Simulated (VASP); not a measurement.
# TiTe2 (P-3m1) in VASP: further runs, part 2 of 2

VASP 6.6.1.

### Step 5. Single point, LDA

This run uses another cell than the first one, of 23.63 Å³/atom.

INCAR reads:

```
SYSTEM = TiTe2
ALGO     = Normal         ! electronic algorithm
EDIFF    = 1E-6           ! SCF threshold, eV
ENCUT    = 520            ! plane-wave cutoff, eV
GGA      = CA             ! functional
ISIF     = 2              ! what is computed and relaxed
ISMEAR   = 0              ! smearing method
LASPH    = .True.         ! aspherical terms in the spheres
LCHARG   = .False.        ! write CHGCAR
LREAL    = .False.        ! projectors in reciprocal space
LWAVE    = .False.        ! write WAVECAR
NBANDS   = 19             ! bands
NELM     = 80             ! most SCF steps
PREC     = Accurate       ! precision mode
SIGMA    = 0.03           ! smearing width, eV
```

KPOINTS reads:

```
k-points
0
Gamma
  12 12 8
  0 0 0
```

POSCAR reads:

```
TiTe2
1.0
    3.6242119048      0.0000000000      0.0000000000
   -1.8121059524      3.1386595782      0.0000000000
    0.0000000000      0.0000000000      6.2317872933
Ti Te
1 2
Direct
    0.0000000000      0.0000000000      0.0000000000
    0.3333333333      0.6666666667      0.2745804955
    0.6666666667      0.3333333333      0.7254195045
```

Potentials or basis: VASP PAW LDA potentials, release 64 (Ti_sv, Te).

Started as:

```sh
> cat potpaw_LDA.64/Ti_sv/POTCAR potpaw_LDA.64/Te/POTCAR > POTCAR
> mpirun -np 1 vasp_std > vasp.out
```

OUTCAR:

```text
SYSTEM = TiTe2
   EDIFF = 1E-6
   ENCUT = 520
   GGA = CA
   ISIF = 2
   ISMEAR = 0
   LASPH = .True.
   LREAL = .False.
   NELM = 80
   PREC = Accurate

 ion  position               nearest neighbor table
   1  0.000  0.000  0.000-   2 2.70   3 2.70   2 2.70   3 2.70   3 2.70   2 2.70
   2  0.333  0.667  0.275-   1 2.70   1 2.70   1 2.70   3 3.50   3 3.50   3 3.50
   3  0.667  0.333  0.725-   1 2.70   1 2.70   1 2.70   2 3.50   2 3.50   2 3.50

  LATTYP: Found a hexagonal cell.
 ALAT       =     3.6242119048
 C/A-ratio  =     1.7194875623

  Lattice vectors:

 A1 = (   3.6242119048,   0.0000000000,   0.0000000000)
 A2 = (  -1.8121059524,   3.1386595782,   0.0000000000)
 A3 = (   0.0000000000,   0.0000000000,   6.2317872933)

Analysis of symmetry for initial positions (statically):
=====================================================================
 Subroutine PRICEL returns:
 Original cell was already a primitive cell.

 Routine SETGRP: Setting up the symmetry group for a
 hexagonal supercell.
[... 159 lines left out ...]

 number of electron      24.0000000 magnetization

 Free energy of the ion-electron system (eV)
  ---------------------------------------------------
  ext. energy  EPLUGINS =         0.00000000
  ---------------------------------------------------
  free energy    TOTEN  =       -18.32763759 eV

  energy without entropy =      -18.32723320  energy(sigma->0) =      -18.32743540

 E-fermi :   8.2587     XC(G=0): -10.6860

 val. band max:        8.2586591216   @ k =   0.4167   0.0000   0.1250
 cond. band min:       8.2595639741   @ k =   0.3333   0.0000   0.5000
 fundamental gap:      0.0009048525
 Fermi energy:         8.2587366065

 k-point     1 :       0.0000    0.0000    0.0000
  band No.  band energies     occupation
      1     -48.2378      2.00000
      2     -24.8984      2.00000
      3     -24.8984      2.00000
      4     -24.8838      2.00000
      5      -4.9148      2.00000
      6      -2.9617      2.00000
[... 505 lines left out ...]
      6      -2.8714      2.00000
[... 11 lines left out ...]
     18      14.3195      0.00000
     19      15.3645      0.00000

 [... further k-points ...]
[... 5 lines left out ...]
  --------------------------------------------------------------------------------------
  -------------------------------------------------------------------------------------
  Total        0.9195934      0.9195934      0.9308936      0.0000000      0.0000000      0.0000000
  in kB       20.7843284     20.7843284     21.0397330      0.0000000      0.0000000      0.0000000
  external PRESSURE =      20.8694632 kB  Pullay stress =       0.0000000 kB

 VOLUME and BASIS-vectors are now :
 -----------------------------------------------------------------------------
  energy-cutoff  :      520.00
  volume of cell :       70.89
      direct lattice vectors                 reciprocal lattice vectors
     3.624211905  0.000000000  0.000000000     0.275922056  0.159303673  0.000000000
    -1.812105952  3.138659578  0.000000000     0.000000000  0.318607347  0.000000000
     0.000000000  0.000000000  6.231787293     0.000000000  0.000000000  0.160467608

 POSITION                                       TOTAL-FORCE (eV/Angst)
 -----------------------------------------------------------------------------------
      0.00000      0.00000      0.00000         0.000000      0.000000      0.000000
     -0.00000      2.09244      1.71113        -0.000000     -0.000000      0.035068
      1.81211      1.04622      4.52066         0.000000      0.000000     -0.035068
 -----------------------------------------------------------------------------------
    total drift:                                0.000000      0.000000      0.000000

  FREE ENERGIE OF THE ION-ELECTRON SYSTEM (eV)
  ---------------------------------------------------
  free  energy   TOTEN  =       -18.3276375926 eV

  energy  without entropy=      -18.3272331984  energy(sigma->0) =      -18.32743540
```

stdout:

```text
POSCAR found type information on POSCAR TiTe
 POSCAR found :  2 types and       3 ions
 scaLAPACK will be used
 LDA part: xc-table for (Slater(with rela. corr.)+CA(PZ))
 , standard interpolation
 POSCAR, INCAR and KPOINTS ok, starting setup
 FFT: planning ... GRIDC
 FFT: planning ... GRID_SOFT
 FFT: planning ... GRID
 WAVECAR not read
 entering main loop
```

Wall time 93 s (1 thread of Intel Xeon Platinum 8488C (Sapphire Rapids), shared host); peak memory 0.29 GiB.

What came out:

* Free energy: -18.3276 eV
* Pressure: 2.1 GPa
* Largest force: 0.035 eV/Å
* Band gap on the k mesh: zero (bands 12 and 13 overlap by 0.87 eV)

Forces in eV/Å, atoms in the order of the input:
```
Ti   0.000  0.000  0.000
Te   0.000  0.000  0.035
Te   0.000  0.000 -0.035
```

Levels at points of the mesh, in eV from the Fermi level:
```tsv
k point	band 10	band 11	band 12	band 13	band 14	band 15
(0.00, 0.00, 0.00)	0.17	0.46	0.46	0.96	1.48	1.48
(0.50, 0.00, 0.00)	-2.65	-1.75	-1.22	-0.07	1.38	1.76
(0.00, 0.00, 0.50)	-1.52	0.44	0.44	0.96	0.96	1.23
(0.50, 0.00, 0.50)	-2.19	-0.81	-0.51	-0.34	1.38	1.76
```

Caveat: spin-orbit coupling is left out, which moves the levels of the heavy elements.

### Step 6. Single point, LDA

This run uses another cell than the first one, of 24.59 Å³/atom.

INCAR reads:

```
ALGO = Normal ; EDIFF = 1E-6
ENCUT = 520 ; GGA = CA
ISIF = 2 ; ISMEAR = 0
LASPH = True ; LCHARG = False
LREAL = False ; LWAVE = False
NBANDS = 19 ; NELM = 60
PREC = Accurate ; SIGMA = 0.03
```

KPOINTS reads:

```
k-points
0
Gamma
  12 12 8
```

POSCAR reads:

```
TiTe2
1.0
    3.6646292153      0.0000000000      0.0000000000
   -1.8323146076      3.1736619959      0.0000000000
    0.0000000000      0.0000000000      6.3425037600
Ti Te
1 2
Direct
    0.0000000000      0.0000000000      0.0000000000
    0.3333333333      0.6666666667      0.2692564987
    0.6666666667      0.3333333333      0.7307435013
```

Potentials or basis: VASP PAW LDA potentials, release 64 (Ti_sv, Te).

Started as:

```sh
> cat potpaw_LDA.64/Ti_sv/POTCAR potpaw_LDA.64/Te/POTCAR > POTCAR
> mpirun -np 1 vasp_std > vasp.out
```

Run time: 88 s. Hardware: 1 thread of Intel Xeon Platinum 8488C (Sapphire Rapids), shared host; peak memory 0.29 GiB.

Results (log left out):

```
Free energy            : -18.3450 eV
Pressure               : 0.1 GPa
Largest force          : 0.035 eV/Å
Band gap on the k mesh : zero (bands 12 and 13 overlap by 0.86 eV)
```

Forces in eV/Å, atoms in the order of the input:
```
Ti   0.000  0.000  0.000
Te   0.000  0.000  0.035
Te   0.000  0.000 -0.035
```

Levels at points of the mesh, in eV from the Fermi level:
| k point | band 9 | band 10 | band 11 | band 12 | band 13 | band 14 | band 15 | band 16 |
| --- | --- | --- | --- | --- | --- | --- | --- | --- |
| (0.00, 0.00, 0.00) | -1.64 | 0.21 | 0.43 | 0.43 | 0.77 | 1.37 | 1.37 | 3.27 |
| (0.50, 0.00, 0.00) | -2.95 | -2.58 | -1.75 | -1.14 | -0.04 | 1.30 | 1.66 | 2.52 |
| (0.00, 0.00, 0.50) | -1.55 | -1.55 | 0.42 | 0.42 | 0.94 | 0.94 | 1.14 | 3.85 |
| (0.50, 0.00, 0.50) | -2.62 | -2.12 | -0.89 | -0.45 | -0.43 | 1.30 | 1.66 | 2.73 |

Caveat: spin-orbit coupling is left out, which moves the levels of the heavy elements.

### Step 7. The runs side by side

```tsv
cell	gap on the mesh (eV)	pressure (GPa)	largest force (eV/Å)
a = 3.528, b = 3.528, c = 6.057 Å, angles 90.0, 90.0, 120.0°, 3 atoms, atomic positions A	none	8.1	0.03
a = 3.557, b = 3.557, c = 6.100 Å, angles 90.0, 90.0, 120.0°, 3 atoms, atomic positions B	none	6.1	0.03
a = 3.589, b = 3.589, c = 6.157 Å, angles 90.0, 90.0, 120.0°, 3 atoms, atomic positions C	none	4.1	0.04
a = 3.624, b = 3.624, c = 6.232 Å, angles 90.0, 90.0, 120.0°, 3 atoms, atomic positions D	none	2.1	0.04
a = 3.665, b = 3.665, c = 6.343 Å, angles 90.0, 90.0, 120.0°, 3 atoms, atomic positions E	none	0.1	0.03
```

Alike in all rows: task single point; level LDA; potentials or basis VASP PAW LDA potentials, release 64 (Ti_sv, Te); no spin polarisation; k mesh 12 × 12 × 8; cutoff (eV) 520; smearing gaussian 0.03 eV.

Caveats: spin-orbit coupling is left out, which moves the levels of the heavy elements; the cell stands under pressure (at least some runs).

Total energies depend on the potentials used, so only differences within one code and one set of settings carry meaning.
